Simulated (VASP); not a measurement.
# HfBr (F-43m) in VASP: further runs

HfBr is run at these levels: PBE; tasks: single point.

All numbers are computed with VASP 6.6.1; they aren't measurements. Logs are shortened: lines on timing, memory, paths and dates and some standing lists are left out, and cuts for length are marked.

## (1) The cell of the first run

The structure is cubic, space group F-43m (No. 216). Conventional cell: a = 6.081 Å, b = 6.081 Å, c = 6.081 Å, α = 90.00°, β = 90.00°, γ = 90.00°. Hf (site symmetry -43m) has 4 Br at 2.63 Å within 3.5 Å. Br (site symmetry -43m) has 4 Hf at 2.63 Å within 3.5 Å.

## (2) Single point, PBE

The input, INCAR:

```
SYSTEM = HfBr
ALGO = Normal ; EDIFF = 1E-6
ENCUT = 520 ; GGA = PE
ISIF = 2 ; ISMEAR = 0
LASPH = .TRUE. ; LCHARG = .TRUE.
LELF = .TRUE. ; LREAL = .FALSE.
LVHAR = .TRUE. ; LWAVE = .FALSE.
NBANDS = 16 ; NELM = 80
PREC = Accurate ; SIGMA = 0.1
```

The input, KPOINTS:

```
k-points
0
G
  6 6 6
  0 0 0
```

The input, POSCAR:

```
HfBr
1.0
    0.0000000000      3.0405826900      3.0405826900
    3.0405826900      0.0000000000      3.0405826900
    3.0405826900      3.0405826900      0.0000000000
Hf Br
1 1
Direct
    0.0000000000      0.0000000000      0.0000000000
    0.2500000000      0.2500000000      0.2500000000
```

Potentials or basis: VASP PAW PBE potentials, release 64 (Hf_pv, Br).

The run is started by

```console
> cat potpaw_PBE.64/Hf_pv/POTCAR potpaw_PBE.64/Br/POTCAR > POTCAR
> mpirun -np 1 vasp_std > vasp.out
```

OUTCAR:

```text
SYSTEM = HfBr
   EDIFF = 1E-6
   ENCUT = 520
   GGA = PE
   ISIF = 2
   ISMEAR = 0
   LASPH = .TRUE.
   LREAL = .FALSE.
   NELM = 80
   PREC = Accurate

 ion  position               nearest neighbor table
   1  0.000  0.000  0.000-   2 2.63   2 2.63   2 2.63   2 2.63
   2  0.250  0.250  0.250-   1 2.63   1 2.63   1 2.63   1 2.63

  LATTYP: Found a face centered cubic cell.
 ALAT       =     6.0811653800

  Lattice vectors:

 A1 = (   0.0000000000,   3.0405826900,   3.0405826900)
 A2 = (   3.0405826900,   0.0000000000,   3.0405826900)
 A3 = (   3.0405826900,   3.0405826900,   0.0000000000)

Analysis of symmetry for initial positions (statically):
=====================================================================
 Subroutine PRICEL returns:
 Original cell was already a primitive cell.

 Routine SETGRP: Setting up the symmetry group for a
 face centered cubic supercell.

 Subroutine GETGRP returns: Found 24 space group operations
 (whereof 24 operations were pure point group operations)
 out of a pool of 48 trial point group operations.

The static configuration has the point symmetry T_d .

Analysis of symmetry for dynamics (positions and initial velocities):
=====================================================================
 Subroutine PRICEL returns:
 Original cell was already a primitive cell.

 Routine SETGRP: Setting up the symmetry group for a
 face centered cubic supercell.

 Subroutine GETGRP returns: Found 24 space group operations
 (whereof 24 operations were pure point group operations)
 out of a pool of 48 trial point group operations.

The dynamic configuration has the point symmetry T_d .

 Subroutine INISYM returns: Found 24 space group operations
 (whereof 24 operations are pure point group operations),
 and found     1 'primitive' translations

----------------------------------------------------------------------------------------

                                     Primitive cell

  volume of cell :      56.2212

  direct lattice vectors                    reciprocal lattice vectors
     0.000000000  3.040582690  3.040582690    -0.164442165  0.164442165  0.164442165
     3.040582690  0.000000000  3.040582690     0.164442165 -0.164442165  0.164442165
     3.040582690  3.040582690  0.000000000     0.164442165  0.164442165 -0.164442165

  length of vectors
     4.300033278  4.300033278  4.300033278     0.284822184  0.284822184  0.284822184

  position of ions in fractional coordinates (direct lattice)
     0.000000000  0.000000000  0.000000000
     0.250000000  0.250000000  0.250000000

  ion indices of the primitive-cell ions
   primitive index   ion index
                 1           1
                 2           2

----------------------------------------------------------------------------------------

 KPOINTS: k-points

Automatic generation of k-mesh.
 Grid dimensions read from file:
 generate k-points for:    6    6    6

 Generating k-lattice:

  Cartesian coordinates                     Fractional coordinates (reciprocal lattice)
    -0.027407027  0.027407027  0.027407027     0.166666667  0.000000000  0.000000000
     0.027407027 -0.027407027  0.027407027     0.000000000  0.166666667  0.000000000
     0.027407027  0.027407027 -0.027407027     0.000000000  0.000000000  0.166666667

  Length of vectors
     0.047470364  0.047470364  0.047470364

  Shift w.r.t. Gamma in fractional coordinates (k-lattice)
     0.000000000  0.000000000  0.000000000

 Subroutine IBZKPT returns following result:
 ===========================================

 Found     16 irreducible k-points:

 Following reciprocal coordinates:
            Coordinates               Weight
  0.000000  0.000000  0.000000      1.000000
  0.166667  0.000000  0.000000      8.000000
  0.333333  0.000000  0.000000      8.000000
  0.500000  0.000000  0.000000      4.000000
  0.166667  0.166667  0.000000      6.000000
  0.333333  0.166667  0.000000     24.000000
[... 8 lines left out ...]
 -0.333333  0.333333  0.166667     24.000000
 -0.333333  0.500000  0.166667     12.000000
   k-points           NKPTS =     16   k-points in BZ     NKDIM =     16   number of bands    NBANDS=     16
   number of dos      NEDOS =    301   number of ions     NIONS =      2
   total plane-waves  NPLWV =  32768
   dimension x,y,z NGX =    32 NGY =   32 NGZ =   32
   dimension x,y,z NGXF=    64 NGYF=   64 NGZF=   64
   ions per type =               1   1
   NGX,Y,Z   is equivalent  to a cutoff of  12.37, 12.37, 12.37 a.u.
   NGXF,Y,Z  is equivalent  to a cutoff of  24.74, 24.74, 24.74 a.u.
 SYSTEM =  HfBr
   PREC   = accura    normal or accurate (medium, high low for compatibility)
   ISTART =      0    job   : 0-new  1-cont  2-samecut
   ICHARG =      2    charge: 1-file 2-atom 10-const
   ISPIN  =      1    spin polarized calculation?
   LNONCOLLINEAR =      F non collinear calculations
   LSORBIT =      F    spin-orbit coupling
   LASPH  =      T    aspherical Exc in radial PAW
   ENCUT  =  520.0 eV  38.22 Ry    6.18 a.u.   8.00  8.00  8.00*2*pi/ulx,y,z
   NELM   =     80;   NELMIN=  2; NELMDL= -5     # of ELM steps
   EDIFF  = 0.1E-05   stopping-criterion for ELM
   LREAL  =      F    real-space projection
   EDIFFG = 0.1E-04   stopping-criterion for IOM
   NSW    =      0    number of steps for IOM
   IBRION =     -1    ionic relax: 0-MD 1-quasi-New 2-CG
   NFREE  =      0    steps in history (QN), initial steepest desc. (CG)
   ISIF   =      2    stress and relaxation
   ISYM   =      2    0-nonsym 1-usesym 2-fastsym
   POTIM  = 0.5000    time-step for ionic-motion
   TEBEG  =    0.0;   TEEND  =   0.0 temperature during run
   PSTRESS=    0.0 pullay stress
   NELECT =      17.0000    total number of electrons
   NUPDOWN=      -1.0000    fix difference up-down
   EMIN   =  10.00;   EMAX   =-10.00  energy-range for DOS
   EFERMI =   0.00;   METHOD = LEGACY
   ISMEAR =     0;   SIGMA  =   0.10  broadening in eV -4-tet -1-fermi 0-gaus
   EFERMI_NEDOS =   21; number of points for ismear=-14 and -15
   IALGO  =     38    algorithm
   IMIX   =      4    mixing-type and parameters
     AMIX     =   0.40;   BMIX     =  1.00
     AMIX_MAG =   1.60;   BMIX_MAG =  1.00
  volume/ion in A,a.u.               =      28.11       189.70
  Fermi-wavevector in a.u.,A,eV,Ry     =   1.098814  2.076458 16.427579  1.207393
  Thomas-Fermi vector in A             =   2.235198
   LORBIT       =      0    0 simple, 1 ext, 2 COOP (PROOUT), +10 PAW based schemes
   GGA     = PE    functional components
   LHFCALC =     F    Hartree Fock is set to
   AEXX    =    0.0000 exact exchange contribution
   IVDW    =     0    specifies the selected vdW correction
   LEPSILON=     F    determine dielectric tensor
   LRPA    =     F    only Hartree local field effects (RPA)
 non-spin polarized calculation
 Gauss-broadening in eV      SIGMA  =   0.10
  energy-cutoff  :      520.00
  volume of cell :       56.22
 maximum number of plane-waves:      1527
   NGX = 15   NGY = 15   NGZ = 15

 number of electron      17.0000001 magnetization

 Free energy of the ion-electron system (eV)
  ---------------------------------------------------
  ext. energy  EPLUGINS =         0.00000000
  ---------------------------------------------------
  free energy    TOTEN  =       -10.21111092 eV

  energy without entropy =      -10.19483740  energy(sigma->0) =      -10.20297416

 E-fermi :   4.4347     XC(G=0):  -9.4434

 val. band max:        4.4052078729   @ k =  -0.3333   0.1667   0.0000
 cond. band min:       4.4707420147   @ k =   0.5000   0.0000   0.0000
 fundamental gap:      0.0655341418
 Fermi energy:         4.4347180417

 k-point     1 :       0.0000    0.0000    0.0000
  band No.  band energies     occupation
      1     -27.5656      2.00000
      2     -27.5656      2.00000
      3     -27.5656      2.00000
      4     -14.1599      2.00000
      5      -2.3621      2.00000
      6      -2.3621      2.00000
[... 8 lines left out ...]
     15      10.0969      0.00000
     16      10.0969      0.00000

 k-point     2 :       0.1667    0.0000    0.0000
  band No.  band energies     occupation
      1     -27.5795      2.00000
      2     -27.5674      2.00000
      3     -27.5674      2.00000
      4     -14.0815      2.00000
      5      -2.6658      2.00000
      6      -2.3100      2.00000
[... 8 lines left out ...]
     15      10.2542      0.00000
     16      10.2542      0.00000

 k-point     3 :       0.3333    0.0000    0.0000
  band No.  band energies     occupation
      1     -27.6070      2.00000
      2     -27.5710      2.00000
      3     -27.5710      2.00000
      4     -13.9242      2.00000
      5      -3.0554      2.00000
      6      -2.2138      2.00000
[... 8 lines left out ...]
     15      11.2323      0.00000
     16      11.2323      0.00000

 k-point     4 :       0.5000    0.0000    0.0000
  band No.  band energies     occupation
      1     -27.6206      2.00000
      2     -27.5727      2.00000
      3     -27.5727      2.00000
      4     -13.8454      2.00000
      5      -3.1779      2.00000
      6      -2.1703      2.00000
[... 8 lines left out ...]
     15      11.9001      0.00000
     16      11.9001      0.00000
[... 172 lines left out ...]
 k-point    14 :       0.5000    0.3333    0.1667
  band No.  band energies     occupation
      1     -27.6116      2.00000
      2     -27.5839      2.00000
      3     -27.5764      2.00000
      4     -13.8196      2.00000
      5      -3.0905      2.00000
      6      -2.3524      2.00000
[... 8 lines left out ...]
     15      10.3619      0.00000
     16      11.7186      0.00000

 k-point    15 :      -0.3333    0.3333    0.1667
  band No.  band energies     occupation
      1     -27.6160      2.00000
      2     -27.5885      2.00000
      3     -27.5789      2.00000
      4     -13.7674      2.00000
      5      -2.9515      2.00000
      6      -2.5643      2.00000
[... 8 lines left out ...]
     15      10.4168      0.00000
     16      11.6139      0.00000

 k-point    16 :      -0.3333    0.5000    0.1667
  band No.  band energies     occupation
      1     -27.6186      2.00000
      2     -27.5877      2.00000
      3     -27.5826      2.00000
      4     -13.7412      2.00000
      5      -3.1429      2.00000
      6      -2.3761      2.00000
[... 8 lines left out ...]
     15      10.8390      0.00000
     16      11.3123      0.00000

------------------------ aborting loop because EDIFF is reached ----------------------------------------

  FORCE on cell =-STRESS in cart. coord.  units (eV):
  Direction    XX          YY          ZZ          XY          YZ          ZX
  --------------------------------------------------------------------------------------
  -------------------------------------------------------------------------------------
  Total       -0.4256128     -0.4256128     -0.4256128      0.0000000      0.0000000      0.0000000
  in kB      -12.1289961    -12.1289961    -12.1289961      0.0000000      0.0000000      0.0000000
  external PRESSURE =     -12.1289961 kB  Pullay stress =       0.0000000 kB

 VOLUME and BASIS-vectors are now :
 -----------------------------------------------------------------------------
  energy-cutoff  :      520.00
  volume of cell :       56.22
      direct lattice vectors                 reciprocal lattice vectors
     0.000000000  3.040582690  3.040582690    -0.164442165  0.164442165  0.164442165
     3.040582690  0.000000000  3.040582690     0.164442165 -0.164442165  0.164442165
     3.040582690  3.040582690  0.000000000     0.164442165  0.164442165 -0.164442165

 POSITION                                       TOTAL-FORCE (eV/Angst)
 -----------------------------------------------------------------------------------
      0.00000      0.00000      0.00000        -0.000000     -0.000000     -0.000000
      1.52029      1.52029      1.52029         0.000000      0.000000      0.000000
 -----------------------------------------------------------------------------------
    total drift:                               -0.000000     -0.000000     -0.000000

  FREE ENERGIE OF THE ION-ELECTRON SYSTEM (eV)
  ---------------------------------------------------
  free  energy   TOTEN  =       -10.2111109168 eV

  energy  without entropy=      -10.1948373962  energy(sigma->0) =      -10.20297416
```

Run time: 16 s. Hardware: 1 thread of Intel Xeon Platinum 8259CL at 2.50GHz (Skylake/Cascade Lake), shared host; peak memory 0.17 GiB.

Results:

* Free energy: -10.2111 eV
* Pressure: -1.2 GPa

Caveat: spin-orbit coupling is left out, which moves the levels of the heavy elements; an odd number of electrons without spin polarisation forces a metal; a magnetic or distorted state may lie lower.

(Part 1 of 2 ends here.)
